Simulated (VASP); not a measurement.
# H15NO6 in VASP: notebook

H15NO6 is run at these levels: PBEsol; tasks: single point.

All numbers are computed with VASP 6.6.1; they aren't measurements. Logs are shortened: lines on timing, memory, paths and dates and some standing lists are left out, and cuts for length are marked.

## Step 1: The cell of the first run

The cell holds an amorphous packing of atoms, 22 atoms: a = 6.028 Å, b = 6.028 Å, c = 6.028 Å, α = 90.00°, β = 90.00°, γ = 90.00°.

## Step 2: Single point, PBEsol

The input, INCAR:

```
PREC     = Accurate       # precision mode
ENCUT    = 520            # plane-wave cutoff, eV
EDIFF    = 1E-7           # SCF threshold, eV
ISMEAR   = -1             # smearing method
SIGMA    = 0.02           # smearing width, eV
LREAL    = Auto         
LASPH    = T              # aspherical terms in the spheres
NELM     = 60             # most SCF steps
ALGO     = Normal         # electronic algorithm
ISIF     = 2              # what is computed and relaxed
LWAVE    = F              # write WAVECAR
LCHARG   = F              # write CHGCAR
GGA      = PS             # functional
NBANDS   = 45             # bands
```

The input, KPOINTS:

```
regular mesh
0
Gamma
  1 1 1
```

The input, POSCAR:

```
H15NO6
1.0
    6.0276500000      0.0000000000      0.0000000000
    0.0000000000      6.0276500000      0.0000000000
    0.0000000000      0.0000000000      6.0276500000
O H N
6 15 1
Direct
    0.0769951805      0.8930345989      0.3067364562
    0.3780743739      0.6433352965      0.4471062520
    0.7334035652      0.6236758936      0.1589508349
    0.5455193981      0.1447496122      0.4358414971
    1.0320605875      0.3251018224      0.4124161157
    0.6195283402      0.2626396689      0.9653015686
    0.2084228514      0.7866747406      0.3402652775
   -0.0356357785      0.7936924009      0.2427811834
    0.2975620681      0.4939570148      0.4467080869
    0.5127869070      0.5931664911      0.3616168822
    0.7043541015      0.4921320913      0.0327988520
    0.6563586141      0.7576750475      0.1185702554
    0.4543229949      0.0129569567      0.4600466185
    0.5883387390      0.1862749164      0.5871608338
    0.9125612801      0.4112382106      0.3580665765
    1.0204640283      0.1732184185      0.3345084735
    0.7618391911      0.1790747638      0.9044818462
    0.6174379733      0.2260250678      1.1212495749
    0.0633248447      0.2131510622      0.7265683973
    0.1056962498      0.0085771403      0.9146184666
   -0.0660788201     -0.0018581039      0.6728161058
   -0.0119947243      0.0813418165      0.8021699999
```

Potentials or basis: VASP PAW PBE potentials, release 64 (O, H, N).

On the command line:

```sh
> cat potpaw_PBE.64/O/POTCAR potpaw_PBE.64/H/POTCAR potpaw_PBE.64/N/POTCAR > POTCAR
> mpirun -np 1 vasp_gam > vasp.out
```

OUTCAR:

```text
PREC = Accurate
   ENCUT = 520
   EDIFF = 1E-7
   ISMEAR = -1
   LREAL = Auto
   LASPH = T
   NELM = 60
   ISIF = 2
   GGA = PS

 ion  position               nearest neighbor table
   1  0.077  0.893  0.307-   8 0.98   7 1.04
   2  0.378  0.643  0.447-  10 1.01   9 1.02
   3  0.733  0.624  0.159-  12 0.96  11 1.11
   4  0.546  0.145  0.436-  13 0.98  14 0.98
   5  0.032  0.325  0.412-  15 0.95  16 1.03
   6  0.620  0.263  0.965-  18 0.97  17 1.06
   7  0.208  0.787  0.340-   1 1.04
   8  0.964  0.794  0.243-   1 0.98
   9  0.298  0.494  0.447-   2 1.02
  10  0.513  0.593  0.362-   2 1.01
  11  0.704  0.492  0.033-   3 1.11
  12  0.656  0.758  0.119-   3 0.96
  13  0.454  0.013  0.460-   4 0.98
  14  0.588  0.186  0.587-   4 0.98
  15  0.913  0.411  0.358-   5 0.95
  16  0.020  0.173  0.335-   5 1.03
  17  0.762  0.179  0.904-   6 1.06
  18  0.617  0.226  0.121-   6 0.97
  19  0.063  0.213  0.727-  22 1.02
  20  0.106  0.009  0.915-  22 1.07
  21  0.934  0.998  0.673-  22 0.98
  22  0.988  0.081  0.802-  21 0.98  19 1.02  20 1.07

  LATTYP: Found a simple cubic cell.
 ALAT       =     6.0276500000

  Lattice vectors:

 A1 = (   6.0276500000,   0.0000000000,   0.0000000000)
 A2 = (   0.0000000000,   6.0276500000,   0.0000000000)
 A3 = (   0.0000000000,   0.0000000000,   6.0276500000)

Analysis of symmetry for initial positions (statically):
=====================================================================
 Subroutine PRICEL returns:
 Original cell was already a primitive cell.

 Routine SETGRP: Setting up the symmetry group for a
 simple cubic supercell.

 Subroutine GETGRP returns: Found  1 space group operations
 (whereof  1 operations were pure point group operations)
 out of a pool of 48 trial point group operations.

The static configuration has the point symmetry C_1 .

Analysis of symmetry for dynamics (positions and initial velocities):
=====================================================================
 Subroutine PRICEL returns:
 Original cell was already a primitive cell.

 Routine SETGRP: Setting up the symmetry group for a
 simple cubic supercell.

 Subroutine GETGRP returns: Found  1 space group operations
 (whereof  1 operations were pure point group operations)
 out of a pool of 48 trial point group operations.

The dynamic configuration has the point symmetry C_1 .

 Subroutine INISYM returns: Found  1 space group operations
 (whereof  1 operations are pure point group operations),
 and found     1 'primitive' translations

----------------------------------------------------------------------------------------

                                     Primitive cell

  volume of cell :     219.0000

  direct lattice vectors                    reciprocal lattice vectors
     6.027650000  0.000000000  0.000000000     0.165902134  0.000000000  0.000000000
     0.000000000  6.027650000  0.000000000     0.000000000  0.165902134  0.000000000
     0.000000000  0.000000000  6.027650000     0.000000000  0.000000000  0.165902134

  length of vectors
     6.027650000  6.027650000  6.027650000     0.165902134  0.165902134  0.165902134

  position of ions in fractional coordinates (direct lattice)
     0.076995180  0.893034599  0.306736456
     0.378074374  0.643335296  0.447106252
     0.733403565  0.623675894  0.158950835
     0.545519398  0.144749612  0.435841497
     0.032060587  0.325101822  0.412416116
     0.619528340  0.262639669  0.965301569
[... 14 lines left out ...]
     0.933921180  0.998141896  0.672816106
     0.988005276  0.081341817  0.802170000

  ion indices of the primitive-cell ions
   primitive index   ion index
                 1           1
                 2           2
                 3           3
                 4           4
                 5           5
                 6           6
[... 14 lines left out ...]
                21          21
                22          22

----------------------------------------------------------------------------------------

 KPOINTS: regular mesh

Automatic generation of k-mesh.
 Grid dimensions read from file:
 generate k-points for:    1    1    1

 Generating k-lattice:

  Cartesian coordinates                     Fractional coordinates (reciprocal lattice)
     0.165902134  0.000000000  0.000000000     1.000000000  0.000000000  0.000000000
     0.000000000  0.165902134  0.000000000     0.000000000  1.000000000  0.000000000
     0.000000000  0.000000000  0.165902134     0.000000000  0.000000000  1.000000000

  Length of vectors
     0.165902134  0.165902134  0.165902134

  Shift w.r.t. Gamma in fractional coordinates (k-lattice)
     0.000000000  0.000000000  0.000000000

 Subroutine IBZKPT returns following result:
 ===========================================

 Found      1 irreducible k-points:

 Following reciprocal coordinates:
            Coordinates               Weight
  0.000000  0.000000  0.000000      1.000000
   k-points           NKPTS =      1   k-points in BZ     NKDIM =      1   number of bands    NBANDS=     45
   number of dos      NEDOS =    301   number of ions     NIONS =     22
   total plane-waves  NPLWV = 110592
   dimension x,y,z NGX =    48 NGY =   48 NGZ =   48
   dimension x,y,z NGXF=    96 NGYF=   96 NGZF=   96
   ions per type =               6  15   1
   NGX,Y,Z   is equivalent  to a cutoff of  13.24, 13.24, 13.24 a.u.
   NGXF,Y,Z  is equivalent  to a cutoff of  26.48, 26.48, 26.48 a.u.
 SYSTEM =  unknown system
   PREC   = accura    normal or accurate (medium, high low for compatibility)
   ISTART =      0    job   : 0-new  1-cont  2-samecut
   ICHARG =      2    charge: 1-file 2-atom 10-const
   ISPIN  =      1    spin polarized calculation?
   LNONCOLLINEAR =      F non collinear calculations
   LSORBIT =      F    spin-orbit coupling
   LASPH  =      T    aspherical Exc in radial PAW
   ENCUT  =  520.0 eV  38.22 Ry    6.18 a.u.  11.21 11.21 11.21*2*pi/ulx,y,z
   NELM   =     60;   NELMIN=  2; NELMDL= -5     # of ELM steps
   EDIFF  = 0.1E-06   stopping-criterion for ELM
   LREAL  =      T    real-space projection
   EDIFFG = 0.1E-05   stopping-criterion for IOM
   NSW    =      0    number of steps for IOM
   IBRION =     -1    ionic relax: 0-MD 1-quasi-New 2-CG
   NFREE  =      0    steps in history (QN), initial steepest desc. (CG)
   ISIF   =      2    stress and relaxation
   ISYM   =      2    0-nonsym 1-usesym 2-fastsym
   POTIM  = 0.5000    time-step for ionic-motion
   TEBEG  =    0.0;   TEEND  =   0.0 temperature during run
   PSTRESS=    0.0 pullay stress
   NELECT =      56.0000    total number of electrons
   NUPDOWN=      -1.0000    fix difference up-down
   EMIN   =  10.00;   EMAX   =-10.00  energy-range for DOS
   EFERMI =   0.00;   METHOD = LEGACY
   ISMEAR =    -1;   SIGMA  =   0.02  broadening in eV -4-tet -1-fermi 0-gaus
   EFERMI_NEDOS =   21; number of points for ismear=-14 and -15
   IALGO  =     38    algorithm
   IMIX   =      4    mixing-type and parameters
     AMIX     =   0.40;   BMIX     =  1.00
     AMIX_MAG =   1.60;   BMIX_MAG =  1.00
  volume/ion in A,a.u.               =       9.95        67.18
  Fermi-wavevector in a.u.,A,eV,Ry     =   1.039097  1.963609 14.690521  1.079723
  Thomas-Fermi vector in A             =   2.173612
   LORBIT       =      0    0 simple, 1 ext, 2 COOP (PROOUT), +10 PAW based schemes
   GGA     = PS    functional components
   LHFCALC =     F    Hartree Fock is set to
   AEXX    =    0.0000 exact exchange contribution
   IVDW    =     0    specifies the selected vdW correction
   LEPSILON=     F    determine dielectric tensor
   LRPA    =     F    only Hartree local field effects (RPA)
 non-spin polarized calculation
  energy-cutoff  :      520.00
  volume of cell :      219.00
 maximum number of plane-waves:      2944
 NGX is ok and might be reduce to    48
   NGX = 23   NGY = 23   NGZ = 23

 number of electron      56.0000000 magnetization

 Free energy of the ion-electron system (eV)
  ---------------------------------------------------
  ext. energy  EPLUGINS =         0.00000000
  ---------------------------------------------------
  free energy    TOTEN  =      -107.86179294 eV

  energy without entropy =     -107.86179294  energy(sigma->0) =     -107.86179294

 E-fermi :  -2.7403     XC(G=0):  -6.7505

 val. band max:       -3.2176857660   @ k =   0.0000   0.0000   0.0000
 cond. band min:       1.0229575285   @ k =   0.0000   0.0000   0.0000
 fundamental gap:      4.2406432944
 Fermi energy:        -2.7402560445

 k-point     1 :       0.0000    0.0000    0.0000
  band No.  band energies     occupation
      1     -22.4583      2.00000
      2     -22.1491      2.00000
      3     -21.9287      2.00000
      4     -21.5111      2.00000
      5     -21.4494      2.00000
      6     -20.8094      2.00000
[... 32 lines left out ...]
     39       7.3531      0.00000
     40       7.5401      0.00000
 [bands above 40 left out]

------------------------ aborting loop because EDIFF is reached ----------------------------------------

  FORCE on cell =-STRESS in cart. coord.  units (eV):
  Direction    XX          YY          ZZ          XY          YZ          ZX
  --------------------------------------------------------------------------------------
  -------------------------------------------------------------------------------------
  Total       -0.1589465     -0.8302064     -0.1618107     -0.4411436     -1.6742753     -0.2202428
  in kB       -1.1628331     -6.0736893     -1.1837871     -3.2273531    -12.2487953     -1.6112699
  external PRESSURE =      -2.8067698 kB  Pullay stress =       0.0000000 kB

 VOLUME and BASIS-vectors are now :
 -----------------------------------------------------------------------------
  energy-cutoff  :      520.00
  volume of cell :      219.00
      direct lattice vectors                 reciprocal lattice vectors
     6.027650000  0.000000000  0.000000000     0.165902134  0.000000000  0.000000000
     0.000000000  6.027650000  0.000000000     0.000000000  0.165902134  0.000000000
     0.000000000  0.000000000  6.027650000     0.000000000  0.000000000  0.165902134

 POSITION                                       TOTAL-FORCE (eV/Angst)
 -----------------------------------------------------------------------------------
      0.46410      5.38290      1.84890         0.371003     -0.143768     -0.440587
      2.27890      3.87780      2.69500         0.345833     -2.076790     -0.277484
      4.42070      3.75930      0.95810         0.226075     -1.511721     -0.675815
      3.28820      0.87250      2.62710         0.057937     -0.295298      0.389215
      0.19325      1.95960      2.48590         1.099260     -1.653845     -0.149935
      3.73430      1.58310      5.81850         0.769803      0.563309     -0.808105
[... 14 lines left out ...]
      5.62935      6.01645      4.05550        -0.019046     -1.805866     -1.228822
      5.95535      0.49030      4.83520         1.098746      1.137296      2.734608
 -----------------------------------------------------------------------------------
    total drift:                               -0.005778      0.000846      0.001493

  FREE ENERGIE OF THE ION-ELECTRON SYSTEM (eV)
  ---------------------------------------------------
  free  energy   TOTEN  =      -107.8617929398 eV

  energy  without entropy=     -107.8617929398  energy(sigma->0) =     -107.86179294
```

Wall time 28 s (1 thread of AMD EPYC 7R13 (Zen 3), shared host); peak memory 0.27 GiB.

Results:

| Item | Value |
| --- | --- |
| Free energy | -107.8618 eV |
| Pressure | -0.3 GPa |
| Largest force | 3.159 eV/Å |
| Band gap on the k mesh | 4.24 eV |

Forces on the atoms (eV/Å):
```
O    0.371 -0.144 -0.441
O    0.346 -2.077 -0.277
O    0.226 -1.512 -0.676
O    0.058 -0.295  0.389
O    1.099 -1.654 -0.150
O    0.770  0.563 -0.808
H   -0.522  0.587  0.111
H   -0.155 -0.089 -0.076
H   -0.267  1.074  0.204
H   -0.086  0.719  0.067
H   -0.231  0.948  1.149
H   -0.315  0.328 -0.440
H   -0.095  0.031 -0.131
H   -0.021  0.066 -0.287
H   -1.149  1.089 -0.582
H    0.497  0.821  0.834
H    0.275  0.189  0.136
H   -0.436 -0.448  0.855
H    0.077  0.275 -0.008
H   -1.522  0.197 -1.374
H   -0.019 -1.806 -1.229
N    1.099  1.137  2.735
```

Caveat: the k points lie up to 1.04 Å⁻¹ apart; the PAW data sets were made with another functional, which shifts forces and pressure a little.

## Step 3: Single point, PBEsol

The input, INCAR:

```
PREC = Accurate
ENCUT = 520
EDIFF = 1E-7
ISMEAR = -1
SIGMA = 0.02
LREAL = Auto
LASPH = T
NELM = 80
ALGO = Normal
ISIF = 2
LWAVE = F
LCHARG = F
GGA = PS
NBANDS = 45
```

KPOINTS is that of step 2.

The input, POSCAR:

```
H15NO6
1.0
    6.0276500000      0.0000000000      0.0000000000
    0.0000000000      6.0276500000      0.0000000000
    0.0000000000      0.0000000000      6.0276500000
O H N
6 15 1
Direct
    0.0421889128      0.8894511128      0.2967657379
    0.4019145106      0.6392872844      0.4419798761
    0.7239637338      0.6292667955      0.1534760645
    0.5137657296      0.1059616932      0.4818295687
    1.0373528655      0.3427372193      0.4411171850
    0.7110067771      0.2473434921      0.9886937695
    0.1846822559      0.8208008096      0.3282207826
   -0.0774928869      0.7758579214      0.2753311821
    0.2843562582      0.5200036498      0.4159996018
    0.5154247509      0.6533060148      0.2967491477
    0.7336855989      0.4478030410      0.0875631465
    0.6656159531      0.7023964563      0.0194769106
    0.5314508971     -0.0445447231      0.5187925643
    0.4328386685      0.1864574088      0.5980771943
    0.8741051654      0.3355868373      0.4252403507
    1.0657884914      0.1953497632      0.3932046486
    0.8182127363      0.1584531285      0.8870123514
    0.6198601445      0.1317097044      1.0359924680
    0.0909143696      0.2073942581      0.7448176321
    0.1345798114      0.0092407489      0.9641900243
    0.0710392939     -0.0492231633      0.7120685508
    0.0422055030      0.0637727804      0.8239031795
```

Potentials or basis: VASP PAW PBE potentials, release 64 (O, H, N).

On the command line:

```sh
> cat potpaw_PBE.64/O/POTCAR potpaw_PBE.64/H/POTCAR potpaw_PBE.64/N/POTCAR > POTCAR
> mpirun -np 1 vasp_gam > vasp.out
```

Wall time 26 s (1 thread of AMD EPYC 7R13 (Zen 3), shared host); peak memory 0.28 GiB.

The run converged. Its results:

```yaml
Free_energy: -107.1711 eV
Pressure: 0.8 GPa
Largest_force: 2.708 eV/Å
Band_gap_on_the_k_mesh: 3.98 eV
```

Forces in eV/Å, atoms in the order of the input:
```
O   -0.641  0.925 -0.196
O    0.118 -0.170 -1.976
O   -0.582 -1.341 -1.077
O   -0.028  2.347 -0.516
O   -1.031  1.268  0.508
O    0.436  1.601 -1.003
H    0.578 -0.821  0.482
H    0.540  0.160 -0.282
H    0.970  0.992  0.082
H   -1.170 -1.044  2.044
H   -0.328  1.167  0.562
H    0.424 -0.071  0.234
H   -0.194 -1.836  0.733
H    0.399 -0.537 -0.238
H    0.309  0.591  0.246
H    0.765 -2.120 -0.812
H    1.237  0.142  0.160
H   -1.726 -1.123  1.488
H    0.292  0.118  0.402
H   -0.975  1.048 -0.786
H    0.065 -1.881 -1.947
N    0.544  0.587  1.890
```

Stress tensor (GPa, compression positive):
```
-0.41 -1.38 -1.03
-1.38  2.72  0.15
-1.03  0.15  0.07
```

Levels at points of the mesh, in eV from the valence-band top:
```tsv
k point	band 25	band 26	band 27	band 28	band 29	band 30	band 31	band 32
(0.00, 0.00, 0.00)	-0.84	-0.42	-0.24	0.00	3.98	7.27	7.63	7.92
```

Caveat: the k points lie up to 1.04 Å⁻¹ apart; the PAW data sets were made with another functional, which shifts forces and pressure a little.
